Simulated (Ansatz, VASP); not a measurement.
# Two plane-wave programs on C

```
CELL_PARAMETERS angstrom
2.52210 0.00000 0.00000
-1.26105 2.18420 0.00000
0.00000 0.00000 12.35570
ATOMIC_POSITIONS crystal
C 0.66667 0.33333 0.35417
C 0.33333 0.66667 0.85417
C 0.66667 0.33333 0.14583
C 0.33333 0.66667 0.64583
C 0.66667 0.33333 0.47917
C 0.33333 0.66667 0.97917
C 0.66667 0.33333 0.02083
C 0.33333 0.66667 0.52083
C 0.00000 0.00000 0.81250
C 0.00000 0.00000 0.31250
C 0.00000 0.00000 0.68750
C 0.00000 0.00000 0.18750
```

Alike in both runs: task relaxation of cell and atoms; functional RPBE; dispersion D3(BJ); k mesh 12 × 12 × 3; occupations fermi-dirac, width 0.05 eV; no spin polarisation.

|  | VASP | Ansatz |
| --- | --- | --- |
| version | VASP 6.6.1 | Ansatz 0.2.0 |
| potentials or method | VASP PAW PBE potentials, release 64 (C) | Ansatz PAW |
| plane-wave cutoff (eV) | 600 | 420 |
| valence electrons in the cell | 48 | 48 |

Ansatz gave:

* gap on the k mesh at the Fermi level, each at its own relaxed structure (eV): 4.51
* relaxed volume (Å³/atom): 5.54
* relaxed length of the cell vector where the two differ most in proportion (Å): 2.496

Problem. Which values does VASP return?

Solution. gap on the k mesh at the Fermi level, each at its own relaxed structure (eV): 4.50; relaxed volume (Å³/atom): 5.53; relaxed length of the cell vector where the two differ most in proportion (Å): 2.496.

VASP's potentials were made for PBE, not for RPBE.

Noted on Ansatz's run: odd divisions of the mesh miss points on the zone boundary, where band edges often lie, so the gap on the mesh can be too wide; the plane-wave basis is chosen anew once the cell has moved, so the energies of steps on either side of that aren't comparable.
